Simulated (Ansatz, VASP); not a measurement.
KCl: VASP beside Ansatz

```
K Cl
1.0
     3.78625    0.00000    0.00000
     0.00000    3.78625    0.00000
     0.00000    0.00000    3.78625
K Cl
1 1
Cartesian
  0.0000 0.0000 0.0000
  1.8931 1.8931 1.8931
```

Change from the starting cell: hydrostatic strain +0.4%.

Alike in both runs: task single point; functional r2SCAN; k mesh 8 × 8 × 8; no spin polarisation.

|  | VASP | Ansatz |
| --- | --- | --- |
| version | VASP 6.6.1 | Ansatz 0.2.0 |
| potentials or method | VASP PAW PBE potentials, release 64 (K_sv, Cl) | plane waves, PAW |
| plane-wave cutoff (eV) | 520 | 500 |
| occupations | gaussian, width 0.01 eV | fixed |
| valence electrons in the cell | 16 | 16 |

|  | VASP | Ansatz | Ansatz less VASP |
| --- | --- | --- | --- |
| gap on the k mesh at the Fermi level (eV) | 5.75 | 5.74 | -0.006 |
| pressure (GPa) | -0.3 | -0.3 | +0.04 |

VASP's potentials were made for PBE, not for r2SCAN.
